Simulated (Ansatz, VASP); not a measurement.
One calculation of InSb, two programs

The input INCAR:

```
PREC = Accurate ; ENCUT = 520
EDIFF = 1E-6 ; ISMEAR = 0
SIGMA = 0.05 ; LREAL = F
LASPH = T ; NELM = 60
ALGO = Normal ; ISIF = 2
LWAVE = F ; LCHARG = T
GGA = PS ; LELF = T
LVHAR = T ; NBANDS = 16
```

KPOINTS

```
Automatic mesh
0
Gamma
  6 6 6
```

File POSCAR:

```
InSb
1.0
    0.0000000000      3.2216145021      3.2216145021
    3.2216145021      0.0000000000      3.2216145021
    3.2216145021      3.2216145021      0.0000000000
In Sb
1 1
Direct
    0.0000000000      0.0000000000      0.0000000000
    0.2500000000      0.2500000000      0.2500000000
```

Input for Ansatz:

```yaml
crystal:
  lattice:
    - [0.0, 3.2216145021, 3.2216145021]
    - [3.2216145021, 0.0, 3.2216145021]
    - [3.2216145021, 3.2216145021, 0.0]
  atoms:
    - { symbol: In, position: [0.0, 0.0, 0.0] }
    - { symbol: Sb, position: [0.25, 0.25, 0.25] }
basis:
  ecutwfc: 420
kpoints:
  mp_grid: { grid: [6, 6, 6] }
hamiltonian:
  xc: pbesol
scf:
  occupations: { method: gaussian, width: 0.05 }
output:
  forces: true
  stress: true
  eigenvalues: true
```

Alike in both runs: task single point; functional PBEsol; k mesh 6 × 6 × 6; occupations gaussian, width 0.05 eV; no spin polarisation.

|  | VASP | Ansatz |
| --- | --- | --- |
| version | VASP 6.6.1 | Ansatz 0.2.0 |
| potentials or method | VASP PAW PBE potentials, release 64 (In_d, Sb), cutoff 520 eV | scalar-relativistic, plane waves, PAW |
| valence electrons in the cell | 18 | 28 |

|  | VASP | Ansatz | Ansatz less VASP |
| --- | --- | --- | --- |
| gap on the k mesh at the Fermi level (eV) | none | none | - |
| pressure (GPa) | 1.7 | 1.7 | -0.02 |

VASP's potentials were made for PBE, not for PBEsol. A gap of «none» marks a metal or a gap that the smearing closes. The functional is the same, so the differences come from potentials, cutoffs and numerics. VASP's potentials hold 18 valence electrons a cell and Ansatz's 28, so a difference there can come from the potentials and not from the codes.

Spin-orbit coupling is off throughout.
